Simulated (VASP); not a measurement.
# Ge (P-3m1) in VASP: relaxation of cell and atoms with PBE

Aim: the relaxation of cell and atoms of Ge with PBE.

All numbers are computed with VASP 6.6.1; they aren't measurements. Logs are shortened: lines on timing, memory, paths and dates and some standing lists are left out, and cuts for length are marked.

## 1. The cell of the first run

It takes space group P-3m1 (No. 164, trigonal). The conventional cell has a = 4.027 Å, b = 4.027 Å, c = 3.167 Å, α = 90.00°, β = 90.00°, γ = 120.00°. Ge (site symmetry 3m) has 8 Ge at 2.59 to 3.17 Å within 3.4 Å.

The cell was generated, and may not be a known phase.

## 2. Relaxation of cell and atoms, PBE

INCAR reads:

```
ALGO = Fast
EDIFF = 1E-6
EDIFFG = -0.01
ENCUT = 600
GGA = PE
IBRION = 2
ISIF = 3
ISMEAR = 0
LASPH = T
LCHARG = F
LREAL = F
LWAVE = F
NELM = 60
NSW = 100
PREC = Accurate
SIGMA = 0.1
```

KPOINTS reads:

```
k-points
0
Gamma
  18 18 18
```

POSCAR reads:

```
Ge
1.0
    4.0271387416      0.0000000000      0.0000000000
   -2.0135693708      3.4876044548      0.0000000000
    0.0000000000      0.0000000000      3.1673531485
Ge
2
Direct
    0.6666666667      0.3333333333      0.1793480017
    0.3333333333      0.6666666667      0.8206519983
```

Potentials or basis: VASP PAW PBE potentials, release 64 (Ge_d).

Started as:

```
cat potpaw_PBE.64/Ge_d/POTCAR > POTCAR
mpirun -np 1 vasp_std > vasp.out
```

OUTCAR:

```text
EDIFF = 1E-6
   EDIFFG = -0.01
   ENCUT = 600
   GGA = PE
   IBRION = 2
   ISIF = 3
   ISMEAR = 0
   LASPH = T
   LREAL = F
   NELM = 60
   NSW = 100
   PREC = Accurate

 ion  position               nearest neighbor table
   1  0.667  0.333  0.179-   2 2.59   2 2.59   2 2.59
   2  0.333  0.667  0.821-   1 2.59   1 2.59   1 2.59

  LATTYP: Found a hexagonal cell.
 ALAT       =     4.0271387416
 C/A-ratio  =     0.7865021177

  Lattice vectors:

 A1 = (   4.0271387416,   0.0000000000,   0.0000000000)
 A2 = (  -2.0135693708,   3.4876044548,   0.0000000000)
 A3 = (   0.0000000000,   0.0000000000,   3.1673531485)

Analysis of symmetry for initial positions (statically):
=====================================================================
 Subroutine PRICEL returns:
 Original cell was already a primitive cell.

 Routine SETGRP: Setting up the symmetry group for a
 hexagonal supercell.

 Subroutine GETGRP returns: Found 12 space group operations
 (whereof 12 operations were pure point group operations)
 out of a pool of 24 trial point group operations.

The static configuration has the point symmetry D_3d.

Analysis of symmetry for dynamics (positions and initial velocities):
=====================================================================
 Subroutine PRICEL returns:
 Original cell was already a primitive cell.

 Routine SETGRP: Setting up the symmetry group for a
 hexagonal supercell.

 Subroutine GETGRP returns: Found 12 space group operations
 (whereof 12 operations were pure point group operations)
 out of a pool of 24 trial point group operations.

The dynamic configuration has the point symmetry D_3d.

 Subroutine INISYM returns: Found 12 space group operations
 (whereof 12 operations are pure point group operations),
 and found     1 'primitive' translations

----------------------------------------------------------------------------------------

                                     Primitive cell

  volume of cell :      44.4857

  direct lattice vectors                    reciprocal lattice vectors
     4.027138742  0.000000000  0.000000000     0.248315259  0.143364882  0.000000000
    -2.013569371  3.487604455  0.000000000     0.000000000  0.286729763  0.000000000
     0.000000000  0.000000000  3.167353149     0.000000000  0.000000000  0.315721030

  length of vectors
     4.027138742  4.027138742  3.167353149     0.286729763  0.286729763  0.315721030

  position of ions in fractional coordinates (direct lattice)
     0.666666667  0.333333333  0.179348002
     0.333333333  0.666666667  0.820651998

  ion indices of the primitive-cell ions
   primitive index   ion index
                 1           1
                 2           2

----------------------------------------------------------------------------------------

 KPOINTS: k-points

Automatic generation of k-mesh.
 Grid dimensions read from file:
 generate k-points for:   18   18   18

 Generating k-lattice:

  Cartesian coordinates                     Fractional coordinates (reciprocal lattice)
     0.013795292  0.007964716  0.000000000     0.055555556  0.000000000  0.000000000
     0.000000000  0.015929431  0.000000000     0.000000000  0.055555556  0.000000000
     0.000000000  0.000000000  0.017540057     0.000000000  0.000000000  0.055555556

  Length of vectors
     0.015929431  0.015929431  0.017540057

  Shift w.r.t. Gamma in fractional coordinates (k-lattice)
     0.000000000  0.000000000  0.000000000

 Subroutine IBZKPT returns following result:
 ===========================================

 Found    586 irreducible k-points:

 Following reciprocal coordinates:
            Coordinates               Weight
  0.000000  0.000000  0.000000      1.000000
  0.055556  0.000000  0.000000      6.000000
  0.111111  0.000000  0.000000      6.000000
  0.166667  0.000000  0.000000      6.000000
  0.222222  0.000000  0.000000      6.000000
  0.277778  0.000000  0.000000      6.000000
[... 16 lines left out ...]
  0.333333  0.111111  0.000000     12.000000
  0.388889  0.111111  0.000000     12.000000
 [... further k-points ...]
   k-points           NKPTS =    586   k-points in BZ     NKDIM =    586   number of bands    NBANDS=     18
   number of dos      NEDOS =    301   number of ions     NIONS =      2
   total plane-waves  NPLWV =  28672
   dimension x,y,z NGX =    32 NGY =   32 NGZ =   28
   dimension x,y,z NGXF=    64 NGYF=   64 NGZF=   56
   ions per type =               2
   NGX,Y,Z   is equivalent  to a cutoff of  13.21, 13.21, 14.70 a.u.
   NGXF,Y,Z  is equivalent  to a cutoff of  26.42, 26.42, 29.39 a.u.
 SYSTEM =  unknown system
   PREC   = accura    normal or accurate (medium, high low for compatibility)
   ISTART =      0    job   : 0-new  1-cont  2-samecut
   ICHARG =      2    charge: 1-file 2-atom 10-const
   ISPIN  =      1    spin polarized calculation?
   LNONCOLLINEAR =      F non collinear calculations
   LSORBIT =      F    spin-orbit coupling
   LASPH  =      T    aspherical Exc in radial PAW
   ENCUT  =  600.0 eV  44.10 Ry    6.64 a.u.   8.04  8.04  6.33*2*pi/ulx,y,z
   NELM   =     60;   NELMIN=  2; NELMDL= -5     # of ELM steps
   EDIFF  = 0.1E-05   stopping-criterion for ELM
   LREAL  =      F    real-space projection
   EDIFFG = -.1E-01   stopping-criterion for IOM
   NSW    =    100    number of steps for IOM
   IBRION =      2    ionic relax: 0-MD 1-quasi-New 2-CG
   NFREE  =      1    steps in history (QN), initial steepest desc. (CG)
   ISIF   =      3    stress and relaxation
   ISYM   =      2    0-nonsym 1-usesym 2-fastsym
   POTIM  = 0.5000    time-step for ionic-motion
   TEBEG  =    0.0;   TEEND  =   0.0 temperature during run
   PSTRESS=    0.0 pullay stress
   NELECT =      28.0000    total number of electrons
   NUPDOWN=      -1.0000    fix difference up-down
   EMIN   =  10.00;   EMAX   =-10.00  energy-range for DOS
   EFERMI =   0.00;   METHOD = LEGACY
   ISMEAR =     0;   SIGMA  =   0.10  broadening in eV -4-tet -1-fermi 0-gaus
   EFERMI_NEDOS =   21; number of points for ismear=-14 and -15
   IALGO  =     68    algorithm
   IMIX   =      4    mixing-type and parameters
     AMIX     =   0.40;   BMIX     =  1.00
     AMIX_MAG =   1.60;   BMIX_MAG =  1.00
  volume/ion in A,a.u.               =      22.24       150.10
  Fermi-wavevector in a.u.,A,eV,Ry     =   1.402988  2.651264 26.781387  1.968376
  Thomas-Fermi vector in A             =   2.525695
   LORBIT       =      0    0 simple, 1 ext, 2 COOP (PROOUT), +10 PAW based schemes
   GGA     = PE    functional components
   LHFCALC =     F    Hartree Fock is set to
   AEXX    =    0.0000 exact exchange contribution
   IVDW    =     0    specifies the selected vdW correction
   LEPSILON=     F    determine dielectric tensor
   LRPA    =     F    only Hartree local field effects (RPA)
 conjugate gradient relaxation of ions
 non-spin polarized calculation
 RMM-DIIS sequential band-by-band and
 Gauss-broadening in eV      SIGMA  =   0.10
  energy-cutoff  :      600.00
  volume of cell :       44.49
 maximum number of plane-waves:      1500
   NGX = 17   NGY = 17   NGZ = 13

--------------------------------------- Ionic step        1  -------------------------------------------

 number of electron      27.9999987 magnetization

 Free energy of the ion-electron system (eV)
  ---------------------------------------------------
  ext. energy  EPLUGINS =         0.00000000
  ---------------------------------------------------
  free energy    TOTEN  =        -8.44436968 eV

  energy without entropy =       -8.43938131  energy(sigma->0) =       -8.44187549

------------------------ aborting loop because EDIFF is reached ----------------------------------------

  FORCE on cell =-STRESS in cart. coord.  units (eV):
  Direction    XX          YY          ZZ          XY          YZ          ZX
  --------------------------------------------------------------------------------------
  -------------------------------------------------------------------------------------
  Total       -0.0862509     -0.0862509      0.1825970      0.0000000     -0.0000000      0.0000000
  in kB       -3.1063750     -3.1063750      6.5763349      0.0000000     -0.0000000      0.0000000
  external PRESSURE =       0.1211950 kB  Pullay stress =       0.0000000 kB
[... 89 lines left out ...]
  FREE ENERGIE OF THE ION-ELECTRON SYSTEM (eV)
  ---------------------------------------------------
  free  energy   TOTEN  =        -8.4464912913 eV

  energy  without entropy=       -8.4419373646  energy(sigma->0) =       -8.44421433

[... ionic steps 4 to 7 ...]

--------------------------------------- Ionic step        8  -------------------------------------------

 number of electron      27.9999994 magnetization

------------------------ aborting loop because EDIFF is reached ----------------------------------------

  FORCE on cell =-STRESS in cart. coord.  units (eV):
  Direction    XX          YY          ZZ          XY          YZ          ZX
  --------------------------------------------------------------------------------------
  -------------------------------------------------------------------------------------
  Total        0.0444708      0.0444708      0.0408002      0.0000000      0.0000000      0.0000000
  in kB        1.6039901      1.6039901      1.4715993      0.0000000      0.0000000      0.0000000
  external PRESSURE =       1.5598598 kB  Pullay stress =       0.0000000 kB
[... 57 lines left out ...]
  energy  without entropy=       -8.4421040207  energy(sigma->0) =       -8.44435034

--------------------------------------- Ionic step       10  -------------------------------------------

 number of electron      27.9999994 magnetization

 Free energy of the ion-electron system (eV)
  ---------------------------------------------------
  ext. energy  EPLUGINS =         0.00000000
  ---------------------------------------------------
  free energy    TOTEN  =        -8.44661571 eV

  energy without entropy =       -8.44211866  energy(sigma->0) =       -8.44436719

 E-fermi :   4.9304     XC(G=0): -10.2459

 val. band max:        4.9276352676   @ k =   0.0000   0.2778   0.3889
 cond. band min:       4.9344483964   @ k =  -0.1111   0.2778   0.1111
 fundamental gap:      0.0068131288
 Fermi energy:         4.9304324416

 k-point     1 :       0.0000    0.0000    0.0000
  band No.  band energies     occupation
      1     -19.6548      2.00000
      2     -19.6548      2.00000
      3     -19.6309      2.00000
      4     -19.5689      2.00000
      5     -19.5689      2.00000
      6     -19.5560      2.00000
[... 10 lines left out ...]
     17       7.9391      0.00000
     18       9.4385      0.00000
[... 466 lines left out ...]
      2     -19.6434      2.00000
      3     -19.6122      2.00000
      4     -19.5815      2.00000
      5     -19.5492      2.00000
      6     -19.5284      2.00000
[... 10 lines left out ...]
     17      11.5588      0.00000
     18      13.0620      0.00000

 [... further k-points ...]

------------------------ aborting loop because EDIFF is reached ----------------------------------------

  FORCE on cell =-STRESS in cart. coord.  units (eV):
  Direction    XX          YY          ZZ          XY          YZ          ZX
  --------------------------------------------------------------------------------------
  -------------------------------------------------------------------------------------
  Total        0.0042134      0.0042134     -0.0055010     -0.0000000      0.0000000      0.0000000
  in kB        0.1518909      0.1518909     -0.1983093     -0.0000000      0.0000000      0.0000000
  external PRESSURE =       0.0351575 kB  Pullay stress =       0.0000000 kB
[... 17 lines left out ...]
  FREE ENERGIE OF THE ION-ELECTRON SYSTEM (eV)
  ---------------------------------------------------
  free  energy   TOTEN  =        -8.4466157116 eV

  energy  without entropy=       -8.4421186636  energy(sigma->0) =       -8.44436719

 reached required accuracy - stopping structural energy minimisation
```

It took 52 min on 1 thread of Oxide Virtual Turin-like, shared host; peak memory 0.53 GiB.

What came out:

- Free energy: -8.4466 eV
- Relaxed volume: 22.22 Å³/atom
- Relaxed cell: a = 4.001 Å, b = 4.001 Å, c = 3.205 Å, α = 90.00°, β = 90.00°, γ = 120.00°
- Space group after relaxing (to 0.1 Å): P-3m1 (No. 164)
- Energy gained by relaxing: 1.1 meV/atom
- Ionic steps: 10
- Pressure after relaxing: 0.0 GPa
- Largest force after relaxing: 0.005 eV/Å
- Band gap on the k mesh: zero (bands 14 and 15 overlap by 6.29 eV)

Forces in eV/Å, atoms in the order of the input:
```
Ge   0.000  0.000 -0.005
Ge   0.000  0.000  0.005
```

Step by step:
| step | energy change (eV) | largest force (eV/Å) | pressure (GPa) | volume (Å³) |
| --- | --- | --- | --- | --- |
| 1 | 0.0000 | 0.0510 | 0.01 | 44.49 |
| 2 | -0.0012 | 0.0373 | -0.03 | 44.50 |
| 3 | -0.0021 | 0.0215 | -0.02 | 44.51 |
| 4 | -0.0022 | 0.0144 | 0.04 | 44.51 |
| 5 | -0.0022 | 0.0201 | -0.05 | 44.51 |
| 6 | -0.0022 | 0.0102 | -0.02 | 44.45 |
| 7 | -0.0022 | 0.0045 | 0.10 | 44.40 |
| 8 | -0.0022 | 0.0108 | 0.16 | 44.42 |
| 9 | -0.0022 | 0.0120 | 0.14 | 44.44 |
| 10 | -0.0022 | 0.0051 | 0.00 | 44.44 |

Final structure:
```
Ge
1.0
     4.00142    0.00000    0.00000
    -2.00071    3.46533    0.00000
     0.00000    0.00000    3.20515
Ge
2
Direct
  0.66667 0.33333 0.17630
  0.33333 0.66667 0.82370
```

Levels at points of the mesh, in eV from the Fermi level:
```csv
k point,band 10,band 11,band 12,band 13,band 14,band 15,band 16,band 17,band 18
"(0.00, 0.00, 0.00)",-24.37,-12.31,-2.32,-0.98,-0.98,2.08,3.01,3.01,4.51
"(0.50, 0.00, 0.00)",-24.35,-10.22,-8.36,-2.63,-0.34,3.60,4.69,7.11,8.24
"(0.00, 0.00, 0.50)",-24.36,-9.83,-7.21,1.10,1.10,1.64,2.71,3.68,3.68
"(0.50, 0.00, 0.50)",-24.36,-7.85,-6.40,-4.32,-2.86,-0.32,2.88,3.04,4.49
```
